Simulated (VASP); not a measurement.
Runs of VASP 6.6.1 on AgCl. The structure is that of space group Fm-3m (No. 225), or close to it. The cells are those of the table. 

```tsv
task	cell	gap on the mesh (eV)	pressure (GPa)
electric field gradients	a = 3.941, b = 3.941, c = 3.922 Å, angles 60.2, 60.2, 59.7°, 2 atoms	0.61	-5.9
electric field gradients	a = 3.863, b = 3.863, c = 3.804 Å, angles 60.5, 60.5, 59.0°, 2 atoms	0.55	-2.7
electric field gradients	a = 3.863, b = 3.863, c = 3.922 Å, angles 59.5, 59.5, 61.0°, 2 atoms	0.55	-4.2
single point	a = 3.981, b = 3.981, c = 3.922 Å, angles 60.5, 60.5, 59.0°, 2 atoms	0.56	-6.5
electric field gradients	a = 3.961, b = 3.961, c = 3.922 Å, angles 60.3, 60.3, 59.3°, 2 atoms	0.59	-6.3
electric field gradients	a = 3.883, b = 3.883, c = 3.922 Å, angles 59.7, 59.7, 60.7°, 2 atoms	0.58	(a)
electric field gradients	a = 3.902, b = 3.902, c = 3.922 Å, angles 59.8, 59.8, 60.3°, 2 atoms	0.61	(b)
single point	a = 3.961, b = 3.961, c = 4.000 Å, angles 59.7, 59.7, 60.7°, 2 atoms	0.60	-6.9
electric field gradients	a = 3.902, b = 3.902, c = 3.883 Å, angles 60.2, 60.2, 59.7°, 2 atoms	0.61	-4.8
```

Alike in all rows: level LDA; potentials or basis VASP PAW LDA potentials, release 64 (Ag, Cl); no spin polarisation; k mesh 8 × 8 × 8; cutoff (eV) 520; smearing fermi-dirac 0.02 eV.

Estimate the missing entries.

(a) -4.7; (b) -5.2.

Caveats: the cell stands under tension (at least some runs).

A k mesh can miss the band edges, and the runs leave out spin-orbit coupling on Ag.
